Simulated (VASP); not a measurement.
Input of a VASP 6.6.1 run:

Contents of POSCAR:

```
NaH
1.0
    3.9533072915      0.0000000000      0.0000000000
   -1.9766536457      3.4236645434      0.0000000000
    0.0000000000      0.0000000000      4.8283237918
Na H
2 2
Direct
    0.3333333333      0.6666666667      0.2500000000
    0.6666666667      0.3333333333      0.7500000000
    0.6666666667      0.3333333333      0.2500000000
    0.3333333333      0.6666666667      0.7500000000
```

INCAR.step1

```
SYSTEM = NaH
PREC = Accurate ; ENCUT = 520
ISMEAR = 0 ; SIGMA = 0.01
LREAL = .False. ; LASPH = .True.
NELM = 60 ; NBANDS = 16
GGA = PE ; ALGO = Normal
EDIFF = 1E-4 ; LWAVE = .True.
LCHARG = .False.
```

File INCAR.step2:

```
SYSTEM = NaH
PREC = Accurate ; ENCUT = 520
EDIFF = 1E-6 ; ISMEAR = 0
SIGMA = 0.01 ; LREAL = .False.
LASPH = .True. ; NELM = 60
ALGO = Normal ; ISIF = 2
LWAVE = .False. ; LCHARG = .False.
METAGGA = R2SCAN ; LMIXTAU = .True.
NBANDS = 16 ; ISTART = 1
```

KPOINTS

```
Automatic mesh
0
Gamma
  6 6 4
  0 0 0
```

Potentials or basis: VASP PAW PBE potentials, release 64 (Na_pv, H).

The run is started by

```sh
$ cat potpaw_PBE.64/Na_pv/POTCAR potpaw_PBE.64/H/POTCAR > POTCAR
$ cp INCAR.step1 INCAR
$ mpirun -np 1 vasp_std > vasp.out
$ cp INCAR.step2 INCAR
$ mpirun -np 1 vasp_std > vasp.out
```

Question: Predict the band gap on the k mesh.

Answer: 3.68 eV, indirect (least direct gap 4.57 eV).

Question: Estimate the pressure.

Answer: -0.2 GPa.

Stress tensor (GPa, compression positive):
```
-0.12  0.00  0.00
 0.00 -0.12  0.00
 0.00  0.00 -0.28
```

Caveat: the PAW data sets were made with another functional, which shifts forces and pressure a little. A k mesh can miss the band edges.
